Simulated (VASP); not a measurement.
A run of VASP 6.6.1 is set up as follows.

Contents of INCAR:

```
  ALGO = Normal
  EDIFF = 1E-6
  ENCUT = 520
  GGA = PS
  ISIF = 2
  ISMEAR = -1
  LASPH = T
  LCHARG = F
  LREAL = F
  LWAVE = F
  NBANDS = 17
  NELM = 60
  PREC = Accurate
  SIGMA = 0.05
```

The input KPOINTS:

```
k-points
0
Gamma
  12 12 12
```

File POSCAR:

```
TiSi2
1.0
   -1.4459840534      1.6821642619      4.1252327752
    1.4459840534     -1.6821642619      4.1252327752
    1.4459840534      1.6821642619     -4.1252327752
Ti Si
1 2
Direct
    0.0000000000      0.0000000000      0.0000000000
    0.6697397436      0.6697397436      0.0000000000
    0.3302602564      0.3302602564      0.0000000000
```

Potentials or basis: VASP PAW PBE potentials, release 64 (Ti_sv, Si).

Launch:

```console
$ cat potpaw_PBE.64/Ti_sv/POTCAR potpaw_PBE.64/Si/POTCAR > POTCAR
$ mpirun -np 1 vasp_std > vasp.out
```

(1) Predict the largest force.

(2) What does it give for the band gap on the k mesh?

## Answers

(1) 0.004 eV/Å.

(2) zero (bands 10 and 11 overlap by 2.48 eV).

Caveat: the PAW data sets were made with another functional, which shifts forces and pressure a little.
